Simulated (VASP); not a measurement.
Input of a VASP 6.6.1 run:

Contents of INCAR:

```
PREC     = Accurate       # precision mode
ENCUT    = 520            # plane-wave cutoff, eV
EDIFF    = 1E-6           # SCF threshold, eV
ISMEAR   = -1             # smearing method
SIGMA    = 0.05           # smearing width, eV
LREAL    = False          # projectors in reciprocal space
LASPH    = True           # aspherical terms in the spheres
NELM     = 60             # most SCF steps
ALGO     = Normal         # electronic algorithm
ISIF     = 2              # what is computed and relaxed
LWAVE    = False          # write WAVECAR
LCHARG   = False          # write CHGCAR
GGA      = PS             # functional
NBANDS   = 27             # bands
```

The input KPOINTS:

```
regular mesh
0
Gamma
  6 6 6
```

POSCAR

```
BaHfO3
1.0
    4.1575940000      0.0000000000      0.0000000000
    0.0000000000      4.1575940000      0.0000000000
    0.0000000000      0.0000000000      4.1575940000
Ba Hf O
1 1 3
Direct
    0.0000000000      0.0000000000      0.0000000000
    0.5000000000      0.5000000000      0.5000000000
    0.5000000000      0.5000000000      0.0000000000
    0.0000000000      0.5000000000      0.5000000000
    0.5000000000      0.0000000000      0.5000000000
```

Potentials or basis: VASP PAW PBE potentials, release 64 (Ba_sv, Hf_pv, O).

The run is started by

```bash
$ cat potpaw_PBE.64/Ba_sv/POTCAR potpaw_PBE.64/Hf_pv/POTCAR potpaw_PBE.64/O/POTCAR > POTCAR
$ mpirun -np 1 vasp_std > vasp.out
```

Problem. What does it give for the band gap on the k mesh?

Solution. 3.50 eV, indirect (least direct gap 3.70 eV).

Problem. Predict the pressure.

Solution. -0.4 GPa.

Caveat: the PAW data sets were made with another functional, which shifts forces and pressure a little; spin-orbit coupling is left out, which moves the levels of the heavy elements. A k mesh can miss the band edges.
